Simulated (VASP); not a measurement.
KCaCl3: single point with LDA

KCaCl3:

```xyz
5
Lattice="5.0755 0.0000 0.0000 0.0000 5.0755 0.0000 0.0000 0.0000 6.0906" Properties=species:S:1:pos:R:3 pbc="T T T"
K     0.0000    0.0000    0.0000
Ca    2.5377    2.5377    3.0453
Cl    0.0000    2.5377    3.0453
Cl    2.5377    0.0000    3.0453
Cl    2.5377    2.5377    0.0000
```

This cell differs from its parent crystal: ratio of the length along z to the lengths across it x 1.2, volume and fractional coordinates fixed.

```yaml
Program: VASP 6.6.1
Task: single point
Functional: LDA
Potentials_or_basis: VASP PAW LDA potentials, release 64 (K_sv, Ca_sv, Cl)
Cutoff: 520 eV
k_mesh: 6 × 6 × 6
Occupations: gaussian, width 0.05 eV
Spin: no spin polarisation
```

The pressure is -1.0 GPa. The band gap on the k mesh is 4.05 eV (least direct gap 4.47 eV).

Stress tensor (GPa, compression positive):
```
 0.95  0.00  0.00
 0.00  0.95  0.00
 0.00  0.00 -4.95
```

Levels at points of the mesh, in eV from the valence-band top:
```
           k point  band 18  band 19  band 20  band 21  band 22  band 23
(0.00, 0.00, 0.00)    -0.45    -0.42    -0.42     4.05     5.19     5.24
(0.50, 0.00, 0.00)    -0.88    -0.57    -0.54     5.48     5.58     6.23
(0.50, 0.50, 0.00)    -0.86    -0.86     0.00     6.07     6.82     6.82
(0.00, 0.00, 0.50)    -0.72    -0.47    -0.47     5.24     5.53     5.83
(0.50, 0.00, 0.50)    -1.15    -0.77    -0.40     5.94     6.63     6.65
(0.50, 0.50, 0.50)    -0.35    -0.35     0.00     5.82     6.75     6.75
```

It took 83 s on 1 thread of Intel(R) Xeon(R) 6975P-C (Granite Rapids), with other jobs on the host, peak memory 0.32 GiB.

 A k mesh can miss the band edges.
